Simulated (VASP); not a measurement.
C, 4 atoms in the cell. The structure is hexagonal, space group P6_3/mmc (No. 194). The conventional cell has a = 2.465 Å, b = 2.465 Å, c = 6.744 Å, α = 90.00°, β = 90.00°, γ = 120.00°. C (site symmetry -6m2) has 3 C at 1.42 Å within 1.9 Å. Within 1.9 Å of C (site symmetry -6m2) lie 3 C at 1.42 Å. 

- Program: VASP 6.6.1
- Task: single point
- Functional: PBE
- Dispersion: D3(BJ)
- Potentials or basis: VASP PAW PBE potentials, release 64 (C)
- Cutoff: 520 eV
- k mesh: 21 × 21 × 6
- Occupations: gaussian, width 0.1 eV
- Spin: no spin polarisation
- Dipole correction: no
- Further INCAR settings: ALGO = Normal; EDIFF = 1e-06; NBANDS = 16

Potentials or basis: VASP PAW PBE potentials, release 64 (C).

Command:

```bash
$ cat potpaw_PBE.64/C/POTCAR > POTCAR
$ mpirun -np 1 vasp_std > vasp.out
```

Hardware: 1 thread of AMD EPYC 9R45 96-Core Processor (Zen 5) (shared host).

Question: Estimate the wall time of this run.

Answer: Run time: 40 s on 1 thread of AMD EPYC 9R45 96-Core Processor (Zen 5) (shared host), peak memory 0.17 GiB. Counts: scf iterations 12, k points 192.
